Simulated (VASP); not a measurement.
Mn, 2 atoms in the cell. It takes space group Fd-3m (No. 227, cubic). Conventional cell: a = 4.952 Å, b = 4.952 Å, c = 4.952 Å, α = 90.00°, β = 90.00°, γ = 90.00°. Within 2.8 Å of Mn (site symmetry -43m) lie 4 Mn at 2.14 Å. This isn't the form of Mn at room conditions, which is a 58-atom cubic cell.

```yaml
Program: VASP 6.6.1
Task: single point
Functional: PBE
Potentials_or_basis: VASP PAW PBE potentials, release 64 (Mn_pv)
Cutoff: 520 eV
k_mesh: 38 × 38 × 38
Occupations: fermi-dirac, width 0.0612256 eV
Spin: no spin polarisation
Dipole_correction: no
Further_INCAR_settings: ALGO = Normal; EDIFF = 1e-06; NBANDS = 20
```

Potentials or basis: VASP PAW PBE potentials, release 64 (Mn_pv).

Launch:

```bash
$ cat potpaw_PBE.64/Mn_pv/POTCAR > POTCAR
$ mpirun -np 1 vasp_std > vasp.out
```

Hardware: 1 thread of AMD EPYC 9R14 (Zen 4), on a shared host.

Q: How long does it take, and how much memory?

A: It took 9.4 min on 1 thread of AMD EPYC 9R14 (Zen 4), on a shared host, peak memory 0.72 GiB. Counts: scf iterations 12, k points 1440.
